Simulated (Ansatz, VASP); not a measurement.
One calculation of BN, two programs

File POSCAR:

```
BN
1.0
    2.5500000000      0.0000000000      0.0000000000
   -1.2750000000      2.2083647797      0.0000000000
    0.0000000000      0.0000000000      4.2100000000
B N
2 2
Direct
    0.3333333333      0.6666666667      0.0000000000
    0.6666666667      0.3333333333      0.5000000000
    0.3333333333      0.6666666667      0.5000000000
    0.6666666667      0.3333333333      1.0000000000
```

Contents of INCAR.step1:

```
PREC = Accurate
ENCUT = 910
ISMEAR = 0
SIGMA = 0.1
LREAL = False
LASPH = True
NELM = 120
GGA = PE
ALGO = Normal
EDIFF = 1E-5
LWAVE = True
LCHARG = False
GGA_COMPAT = False
IBRION = 2
ISIF = 3
EDIFFG = -0.005
NELMIN = 4
NSW = 100
```

INCAR.step2

```
PREC = Accurate
ENCUT = 910
EDIFF = 1E-7
ISMEAR = 0
SIGMA = 0.1
LREAL = False
LASPH = True
NELM = 120
ALGO = Normal
ISIF = 3
LWAVE = False
LCHARG = False
METAGGA = R2SCAN
LMIXTAU = True
IBRION = 2
NSW = 100
EDIFFG = -0.05
ISTART = 1
GGA_COMPAT = False
NELMIN = 4
```

KPOINTS

```
regular mesh
0
Gamma
  9 9 6
```

Input for Ansatz:

```yaml
crystal:
  lattice:
    - [2.55, 0.0, 0.0]
    - [-1.275, 2.2083647797, 0.0]
    - [0.0, 0.0, 4.21]
  atoms:
    - { symbol: B, position: [0.3333333333, 0.6666666667, 0.0] }
    - { symbol: B, position: [0.6666666667, 0.3333333333, 0.5] }
    - { symbol: "N", position: [0.3333333333, 0.6666666667, 0.5] }
    - { symbol: "N", position: [0.6666666667, 0.3333333333, 1.0] }
basis:
  ecutwfc: 600.0
kpoints:
  mp_grid: { grid: [9, 9, 6] }
hamiltonian:
  xc: r2scan
  pseudopotentials: { kind: paw, azcp: { folder: soft_1 } }
scf:
  occupations: { method: gaussian, width: 0.1 }
output:
  forces: true
  stress: true
  eigenvalues: true
relax:
  adjacent_minimum: "off"
  f_tol: 0.05
  max_steps: 80
  cell: { stress_tol: 0.5 }
```

Alike in both runs: task relaxation of cell and atoms; functional r2SCAN; k mesh 9 × 9 × 6; occupations gaussian, width 0.1 eV; no spin polarisation.

|  | VASP | Ansatz |
| --- | --- | --- |
| version | VASP 6.6.1 | Ansatz 0.2.0 |
| potentials or method | VASP PAW PBE potentials, release 64 (B_h, N_h), cutoff 910 eV | scalar-relativistic, plane waves, PAW |
| valence electrons in the cell | 16 | 16 |

```csv
,VASP,Ansatz,Ansatz less VASP
"gap on the k mesh at the Fermi level, each at its own relaxed structure (eV)",4.77,5.02,+0.248
relaxed volume (Å³/atom),7.45,9.30,+1.845
relaxed cell length with the largest relative difference (Å),5.517,6.872,+1.3550
```

VASP's potentials were made for PBE, not for r2SCAN. One of these differences is far larger than is usual between the two programs; its cause wasn't traced.

Noted on VASP's run: the cutoff is short for stress, so the pressure is rough; the volume moved by over 15 % at a fixed basis, so the end points are rough.
